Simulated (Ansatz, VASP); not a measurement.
**Hf in VASP and in Ansatz**

The input INCAR:

```
PREC = Accurate
ENCUT = 520
EDIFF = 1E-8
ISMEAR = -1
SIGMA = 0.05
LREAL = False
LASPH = True
NELM = 80
ALGO = Normal
ISIF = 2
LWAVE = False
LCHARG = False
LEFG = True
NBANDS = 11
```

Contents of KPOINTS:

```
regular mesh
0
Gamma
  14 14 14
```

The input POSCAR:

```
Hf
1.0
   -1.7964725258      1.7964725258      1.7964725258
    1.7964725258     -1.7964725258      1.7964725258
    1.7964725258      1.7964725258     -1.7964725258
Hf
1
Direct
    0.0000000000      0.0000000000      0.0000000000
```

Input for Ansatz:

```yaml
crystal:
  lattice:
    - [-1.7964725258, 1.7964725258, 1.7964725258]
    - [1.7964725258, -1.7964725258, 1.7964725258]
    - [1.7964725258, 1.7964725258, -1.7964725258]
  atoms:
    - { symbol: Hf, position: [0.0, 0.0, 0.0] }
kpoints:
  mp_grid: { grid: [14, 14, 14] }
scf:
  occupations: { method: fermi_dirac, width: 0.05 }
hamiltonian:
  xc: lda
  pseudopotentials: { kind: all_electron, datasets: crystal }
output:
  forces: true
  stress: true
  eigenvalues: true
  efg: { contact_densities: true }
```

Change from the starting cell: volume scaled by 1.05, crystal datasets.

Alike in both runs: task electric field gradients; functional LDA; k mesh 14 × 14 × 14; occupations fermi-dirac, width 0.05 eV; no spin polarisation.

```csv
,VASP,Ansatz
version,VASP 6.6.1,Ansatz 0.2.0
potentials or method,"VASP PAW LDA potentials, release 64 (Hf_pv), cutoff 520 eV","all-electron PAW with datasets made for the crystal, scalar-relativistic"
```

```csv
,VASP,Ansatz,Ansatz less VASP
pressure (GPa),-11.7,-11.7,+0.01
```

LDA's correlation is that of Perdew and Zunger in VASP and of Perdew and Wang (1992) in Ansatz. Ansatz ran all-electron here, and VASP with PAW potentials.

Neither program's run includes spin-orbit coupling.
